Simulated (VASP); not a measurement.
# MoS2 in VASP: single point with PBE

Aim: the single point of MoS2 with PBE.

Everything below comes from runs of VASP 6.6.1. Logs are shortened: lines on timing, memory, paths and dates and some standing lists are left out, and cuts for length are marked.

## 1. The cell of the first run

The cell holds a slab with vacuum, 3 atoms: a = 3.184 Å, b = 3.184 Å, c = 16.103 Å, α = 90.00°, β = 90.00°, γ = 120.00°.

## 2. Single point, PBE

The input, INCAR:

```
SYSTEM = MoS2
ALGO     = Normal         ! electronic algorithm
EDIFF    = 1E-7           ! SCF threshold, eV
ENCUT    = 520            ! plane-wave cutoff, eV
GGA      = PE             ! functional
ISIF     = 2              ! what is computed and relaxed
ISMEAR   = 0              ! smearing method
LASPH    = .True.         ! aspherical terms in the spheres
LCHARG   = .False.        ! write CHGCAR
LREAL    = .False.        ! projectors in reciprocal space
LWAVE    = .False.        ! write WAVECAR
NBANDS   = 20             ! bands
NELM     = 60             ! most SCF steps
PREC     = Accurate       ! precision mode
SIGMA    = 0.05           ! smearing width, eV
```

The input, KPOINTS:

```
k-points
0
Gamma
  24 24 1
  0 0 0
```

The input, POSCAR:

```
MoS2
1.0
    3.1837189500      0.0000000000      0.0000000000
   -1.5918594700      2.7571814900      0.0000000000
    0.0000000000      0.0000000000     16.1030828500
Mo S
1 2
Direct
    0.0000000000      0.0000000000      0.5000000000
    0.3333333300      0.6666666700      0.5963677400
    0.3333333300      0.6666666700      0.4036322600
```

Potentials or basis: VASP PAW PBE potentials, release 64 (Mo_sv, S).

Command:

```sh
$ cat potpaw_PBE.64/Mo_sv/POTCAR potpaw_PBE.64/S/POTCAR > POTCAR
$ mpirun -np 1 vasp_std > vasp.out
```

OUTCAR:

```text
SYSTEM = MoS2
   EDIFF = 1E-7
   ENCUT = 520
   GGA = PE
   ISIF = 2
   ISMEAR = 0
   LASPH = .True.
   LREAL = .False.
   NELM = 60
   PREC = Accurate

 ion  position               nearest neighbor table
   1  0.000  0.000  0.500-   2 2.41   3 2.41   2 2.41   3 2.41   2 2.41   3 2.41
   2  0.333  0.667  0.596-   1 2.41   1 2.41   1 2.41
   3  0.333  0.667  0.404-   1 2.41   1 2.41   1 2.41

  LATTYP: Found a hexagonal cell.
 ALAT       =     3.1837189500
 C/A-ratio  =     5.0579473574

  Lattice vectors:

 A1 = (   3.1837189500,   0.0000000000,   0.0000000000)
 A2 = (  -1.5918594700,   2.7571814900,   0.0000000000)
 A3 = (   0.0000000000,   0.0000000000,  16.1030828500)

Analysis of symmetry for initial positions (statically):
=====================================================================
 Subroutine PRICEL returns:
 Original cell was already a primitive cell.

 Routine SETGRP: Setting up the symmetry group for a
 hexagonal supercell.

 Subroutine GETGRP returns: Found 12 space group operations
 (whereof 12 operations were pure point group operations)
 out of a pool of 24 trial point group operations.

The static configuration has the point symmetry D_3h.

Analysis of symmetry for dynamics (positions and initial velocities):
=====================================================================
 Subroutine PRICEL returns:
 Original cell was already a primitive cell.

 Routine SETGRP: Setting up the symmetry group for a
 hexagonal supercell.

 Subroutine GETGRP returns: Found 12 space group operations
 (whereof 12 operations were pure point group operations)
 out of a pool of 24 trial point group operations.

The dynamic configuration has the point symmetry D_3h.

 Subroutine INISYM returns: Found 12 space group operations
 (whereof 12 operations are pure point group operations),
 and found     1 'primitive' translations

----------------------------------------------------------------------------------------

                                     Primitive cell

  volume of cell :     141.3543

  direct lattice vectors                    reciprocal lattice vectors
     3.183718950  0.000000000  0.000000000     0.314098077  0.181344609  0.000000000
    -1.591859470  2.757181490  0.000000000     0.000000000  0.362689219  0.000000000
     0.000000000  0.000000000 16.103082850     0.000000000  0.000000000  0.062099910

  length of vectors
     3.183718950  3.183718948 16.103082850     0.362689218  0.362689219  0.062099910

  position of ions in fractional coordinates (direct lattice)
     0.000000000  0.000000000  0.500000000
     0.333333330  0.666666670  0.596367740
     0.333333330  0.666666670  0.403632260

  ion indices of the primitive-cell ions
   primitive index   ion index
                 1           1
                 2           2
                 3           3

----------------------------------------------------------------------------------------

 KPOINTS: k-points

Automatic generation of k-mesh.
 Grid dimensions read from file:
 generate k-points for:   24   24    1

 Generating k-lattice:

  Cartesian coordinates                     Fractional coordinates (reciprocal lattice)
     0.013087420  0.007556025  0.000000000     0.041666667  0.000000000  0.000000000
     0.000000000  0.015112051  0.000000000     0.000000000  0.041666667  0.000000000
     0.000000000  0.000000000  0.062099910     0.000000000  0.000000000  1.000000000

  Length of vectors
     0.015112051  0.015112051  0.062099910

  Shift w.r.t. Gamma in fractional coordinates (k-lattice)
     0.000000000  0.000000000  0.000000000

 Subroutine IBZKPT returns following result:
 ===========================================

 Found     61 irreducible k-points:

 Following reciprocal coordinates:
            Coordinates               Weight
  0.000000  0.000000  0.000000      1.000000
  0.041667 -0.000000  0.000000      6.000000
  0.083333  0.000000  0.000000      6.000000
  0.125000 -0.000000  0.000000      6.000000
  0.166667 -0.000000  0.000000      6.000000
  0.208333 -0.000000  0.000000      6.000000
[... 16 lines left out ...]
  0.416667  0.041667  0.000000     12.000000
  0.458333  0.041667  0.000000     12.000000
 [... further k-points ...]
   k-points           NKPTS =     61   k-points in BZ     NKDIM =     61   number of bands    NBANDS=     20
   number of dos      NEDOS =    301   number of ions     NIONS =      3
   total plane-waves  NPLWV =  69120
   dimension x,y,z NGX =    24 NGY =   24 NGZ =  120
   dimension x,y,z NGXF=    48 NGYF=   48 NGZF=  240
   ions per type =               1   2
   NGX,Y,Z   is equivalent  to a cutoff of  12.53, 12.53, 12.39 a.u.
   NGXF,Y,Z  is equivalent  to a cutoff of  25.06, 25.06, 24.78 a.u.
 SYSTEM =  MoS2
   PREC   = accura    normal or accurate (medium, high low for compatibility)
   ISTART =      0    job   : 0-new  1-cont  2-samecut
   ICHARG =      2    charge: 1-file 2-atom 10-const
   ISPIN  =      1    spin polarized calculation?
   LNONCOLLINEAR =      F non collinear calculations
   LSORBIT =      F    spin-orbit coupling
   LASPH  =      T    aspherical Exc in radial PAW
   ENCUT  =  520.0 eV  38.22 Ry    6.18 a.u.   5.92  5.92 29.94*2*pi/ulx,y,z
   NELM   =     60;   NELMIN=  2; NELMDL= -5     # of ELM steps
   EDIFF  = 0.1E-06   stopping-criterion for ELM
   LREAL  =      F    real-space projection
   EDIFFG = 0.1E-05   stopping-criterion for IOM
   NSW    =      0    number of steps for IOM
   IBRION =     -1    ionic relax: 0-MD 1-quasi-New 2-CG
   NFREE  =      0    steps in history (QN), initial steepest desc. (CG)
   ISIF   =      2    stress and relaxation
   ISYM   =      2    0-nonsym 1-usesym 2-fastsym
   POTIM  = 0.5000    time-step for ionic-motion
   TEBEG  =    0.0;   TEEND  =   0.0 temperature during run
   PSTRESS=    0.0 pullay stress
   NELECT =      26.0000    total number of electrons
   NUPDOWN=      -1.0000    fix difference up-down
   EMIN   =  10.00;   EMAX   =-10.00  energy-range for DOS
   EFERMI =   0.00;   METHOD = LEGACY
   ISMEAR =     0;   SIGMA  =   0.05  broadening in eV -4-tet -1-fermi 0-gaus
   EFERMI_NEDOS =   21; number of points for ismear=-14 and -15
   IALGO  =     38    algorithm
   IMIX   =      4    mixing-type and parameters
     AMIX     =   0.40;   BMIX     =  1.00
     AMIX_MAG =   1.60;   BMIX_MAG =  1.00
  volume/ion in A,a.u.               =      47.12       317.97
  Fermi-wavevector in a.u.,A,eV,Ry     =   0.931028  1.759388 11.793718  0.866814
  Thomas-Fermi vector in A             =   2.057479
   LORBIT       =      0    0 simple, 1 ext, 2 COOP (PROOUT), +10 PAW based schemes
   GGA     = PE    functional components
   LHFCALC =     F    Hartree Fock is set to
   AEXX    =    0.0000 exact exchange contribution
   IVDW    =     0    specifies the selected vdW correction
   LEPSILON=     F    determine dielectric tensor
   LRPA    =     F    only Hartree local field effects (RPA)
 non-spin polarized calculation
 Gauss-broadening in eV      SIGMA  =   0.05
  energy-cutoff  :      520.00
  volume of cell :      141.35
 maximum number of plane-waves:      3834
 NGX is ok and might be reduce to    24
   NGX = 11   NGY = 11   NGZ = 59

 number of electron      25.9999999 magnetization

 Free energy of the ion-electron system (eV)
  ---------------------------------------------------
  ext. energy  EPLUGINS =         0.00000000
  ---------------------------------------------------
  free energy    TOTEN  =       -21.85078770 eV

  energy without entropy =      -21.85078770  energy(sigma->0) =      -21.85078770

 E-fermi :  -0.7972     XC(G=0):  -4.7307

 val. band max:       -1.0569332844   @ k =   0.0000   0.0000   0.0000
 cond. band min:       0.5470678612   @ k =   0.3333   0.3333   0.0000
 fundamental gap:      1.6040011457
 Fermi energy:        -0.7972390247

 k-point     1 :       0.0000    0.0000    0.0000
  band No.  band energies     occupation
      1     -61.9536      2.00000
      2     -36.0952      2.00000
      3     -35.8944      2.00000
      4     -35.8944      2.00000
      5     -15.1937      2.00000
      6     -13.8576      2.00000
[... 12 lines left out ...]
     19       4.6532      0.00000
     20       5.1316      0.00000

 k-point     2 :       0.0417   -0.0000    0.0000
  band No.  band energies     occupation
      1     -61.9529      2.00000
      2     -36.0940      2.00000
      3     -35.9009      2.00000
      4     -35.8959      2.00000
      5     -15.1678      2.00000
      6     -13.8473      2.00000
[... 12 lines left out ...]
     19       4.6870      0.00000
     20       5.2449      0.00000

 k-point     3 :       0.0833    0.0000    0.0000
  band No.  band energies     occupation
      1     -61.9511      2.00000
      2     -36.0902      2.00000
      3     -35.9200      2.00000
      4     -35.9002      2.00000
      5     -15.0911      2.00000
      6     -13.8166      2.00000
[... 12 lines left out ...]
     19       4.7875      0.00000
     20       5.5571      0.00000

 k-point     4 :       0.1250   -0.0000    0.0000
  band No.  band energies     occupation
      1     -61.9481      2.00000
      2     -36.0843      2.00000
      3     -35.9502      2.00000
      4     -35.9071      2.00000
      5     -14.9668      2.00000
      6     -13.7669      2.00000
[... 12 lines left out ...]
     19       4.9517      0.00000
     20       5.9579      0.00000

 k-point     5 :       0.1667   -0.0000    0.0000
  band No.  band energies     occupation
      1     -61.9442      2.00000
      2     -36.0766      2.00000
      3     -35.9894      2.00000
      4     -35.9161      2.00000
      5     -14.7998      2.00000
      6     -13.7002      2.00000
[... 12 lines left out ...]
     19       5.1753      0.00000
     20       6.2878      0.00000

 k-point     6 :       0.2083   -0.0000    0.0000
  band No.  band energies     occupation
      1     -61.9397      2.00000
      2     -36.0675      2.00000
      3     -36.0347      2.00000
      4     -35.9265      2.00000
      5     -14.5975      2.00000
      6     -13.6197      2.00000
[... 12 lines left out ...]
     19       5.4521      0.00000
     20       6.5622      0.00000

 k-point     7 :       0.2500   -0.0000    0.0000
  band No.  band energies     occupation
      1     -61.9349      2.00000
      2     -36.0829      2.00000
      3     -36.0578      2.00000
      4     -35.9377      2.00000
      5     -14.3694      2.00000
      6     -13.5295      2.00000
[... 12 lines left out ...]
     19       5.7710      0.00000
     20       6.8263      0.00000
[... 277 lines left out ...]
 k-point    20 :       0.2917    0.0417    0.0000
  band No.  band energies     occupation
      1     -61.9274      2.00000
      2     -36.1536      2.00000
      3     -36.0429      2.00000
      4     -35.9572      2.00000
      5     -13.9933      2.00000
      6     -13.3821      2.00000
[... 12 lines left out ...]
     19       6.3041      0.00000
     20       7.0752      0.00000

 k-point    21 :       0.3333    0.0417    0.0000
  band No.  band energies     occupation
      1     -61.9232      2.00000
      2     -36.1943      2.00000
      3     -36.0345      2.00000
      4     -35.9672      2.00000
      5     -13.7623      2.00000
      6     -13.2934      2.00000
[... 12 lines left out ...]
     19       6.5916      0.00000
     20       6.6943      0.00000

 k-point    22 :       0.3750    0.0417    0.0000
  band No.  band energies     occupation
      1     -61.9198      2.00000
      2     -36.2272      2.00000
      3     -36.0276      2.00000
      4     -35.9754      2.00000
      5     -13.5615      2.00000
      6     -13.2177      2.00000
[... 12 lines left out ...]
     19       6.7744      0.00000
     20       6.8053      0.00000

 k-point    23 :       0.4167    0.0417    0.0000
  band No.  band energies     occupation
      1     -61.9174      2.00000
      2     -36.2505      2.00000
      3     -36.0227      2.00000
      4     -35.9812      2.00000
      5     -13.4115      2.00000
      6     -13.1622      2.00000
[... 12 lines left out ...]
     19       6.8911      0.00000
     20       7.0671      0.00000

 k-point    24 :       0.4583    0.0417    0.0000
  band No.  band energies     occupation
      1     -61.9161      2.00000
      2     -36.2624      2.00000
      3     -36.0202      2.00000
      4     -35.9841      2.00000
      5     -13.3309      2.00000
      6     -13.1327      2.00000
[... 12 lines left out ...]
     19       6.9684      0.00000
     20       7.2474      0.00000

 [... further k-points ...]

------------------------ aborting loop because EDIFF is reached ----------------------------------------

  FORCE on cell =-STRESS in cart. coord.  units (eV):
  Direction    XX          YY          ZZ          XY          YZ          ZX
  --------------------------------------------------------------------------------------
  -------------------------------------------------------------------------------------
  Total        0.2131820      0.2131820      0.5923414      0.0000000     -0.0000000      0.0000000
  in kB        2.4163064      2.4163064      6.7138803      0.0000000     -0.0000000      0.0000000
  external PRESSURE =       3.8488310 kB  Pullay stress =       0.0000000 kB

 VOLUME and BASIS-vectors are now :
 -----------------------------------------------------------------------------
  energy-cutoff  :      520.00
  volume of cell :      141.35
      direct lattice vectors                 reciprocal lattice vectors
     3.183718950  0.000000000  0.000000000     0.314098077  0.181344609  0.000000000
    -1.591859470  2.757181490  0.000000000     0.000000000  0.362689219  0.000000000
     0.000000000  0.000000000 16.103082850     0.000000000  0.000000000  0.062099910

 POSITION                                       TOTAL-FORCE (eV/Angst)
 -----------------------------------------------------------------------------------
      0.00000      0.00000      8.05154         0.000000     -0.000000      0.000000
     -0.00000      1.83812      9.60336         0.000000      0.000000      0.198683
     -0.00000      1.83812      6.49972        -0.000000      0.000000     -0.198683
 -----------------------------------------------------------------------------------
    total drift:                                0.000016     -0.000009     -0.000000

  FREE ENERGIE OF THE ION-ELECTRON SYSTEM (eV)
  ---------------------------------------------------
  free  energy   TOTEN  =       -21.8507876951 eV

  energy  without entropy=      -21.8507876951  energy(sigma->0) =      -21.85078770
```

Wall time 6.6 min (1 thread of AMD EPYC 7R13, shared host); peak memory 0.31 GiB.

What came out:

- Free energy: -21.8508 eV
- Largest force: 0.199 eV/Å
- Band gap on the k mesh: 1.60 eV (least direct gap 1.66 eV)

Forces in eV/Å, atoms in the order of the input:
```
Mo   0.000  0.000  0.000
S    0.000  0.000  0.199
S    0.000  0.000 -0.199
```

Levels at points of the mesh, in eV from the valence-band top:
| k point | band 11 | band 12 | band 13 | band 14 | band 15 | band 16 |
| --- | --- | --- | --- | --- | --- | --- |
| (0.00, 0.00, 0.00) | -1.58 | -1.58 | 0.00 | 2.73 | 2.73 | 3.01 |
| (0.50, 0.00, 0.00) | -1.89 | -1.04 | -0.66 | 2.20 | 2.72 | 3.87 |

Caveat: there is no dipole correction, which matters where the two faces differ.
